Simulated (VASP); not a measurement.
The system is Al15InN16 (a cell with a defect).

```xyz
32
Lattice="6.2595 0.0000 0.0000 -3.1298 5.4209 0.0000 0.0000 0.0000 10.0348" Properties=species:S:1:pos:R:3 pbc="T T T"
Al    1.5769    0.9057    2.4582
Al    1.5806    0.9056    7.5620
Al   -0.0087    1.8195   10.0191
Al    0.0025    3.6466    2.4511
Al   -1.5611    4.5455    4.9994
Al   -0.0021    3.6460    7.5690
Al   -1.5807    4.5264   10.0296
Al    4.6742    0.8971    2.4517
Al    3.1160    1.8062    5.0001
Al    4.6750    0.9046    7.5684
Al    3.1208    1.8285   10.0287
Al    3.1311    3.6223    2.4982
Al    1.5631    4.5282    5.0081
Al    3.1311    3.6245    7.5079
Al    1.5670    4.5247   10.0251
In   -0.0423    1.8404    5.0106
N     1.6509    0.8646    4.3343
N     0.0060    1.8109    1.8964
N     1.5572    0.9158    9.4490
N     0.0070    1.8133    7.1216
N    -0.0009    3.7999    4.3266
N    -1.5682    4.5146    1.8751
N    -0.0182    3.6462    9.4547
N    -1.5501    4.5256    6.9111
N     4.5402    0.8258    4.3270
N     3.1381    1.8245    1.8745
N     4.6640    0.9150    9.4538
N     3.1396    1.8064    6.9114
N     3.1225    3.6289    4.4104
N     1.5903    4.5107    1.8701
N     3.1141    3.6314    9.4038
N     1.5701    4.5239    6.9218
```

Base run:

| Item | Value |
| --- | --- |
| Program | VASP 6.6.1 |
| Functional | HSE06 |
| Potentials or basis | VASP PAW PBE potentials, release 64 (Al, In_d, N) |
| Cutoff | 520 eV |
| k mesh | 1 × 1 × 1, shifted |
| Occupations | fermi-dirac, width 0.01 eV |
| Spin | no spin polarisation |

Its results: band gap on the k mesh 6.99 eV; pressure -0.7 GPa; largest force 0.183 eV/Å.

Question: The run is repeated on the same cell with these changes: functional from HSE06 to PBE; k mesh from 1 × 1 × 1, shifted to 2 × 2 × 2, shifted. What comes out?

Answer: Band gap on the k mesh 4.59 eV; pressure 5.4 GPa; largest force 0.356 eV/Å.

Several settings changed at once.

Caveats: spin-orbit coupling is left out, which moves the levels of the heavy elements; the PAW data sets were made with another functional, which shifts forces and pressure a little (at least some runs).

A k mesh can miss the band edges.
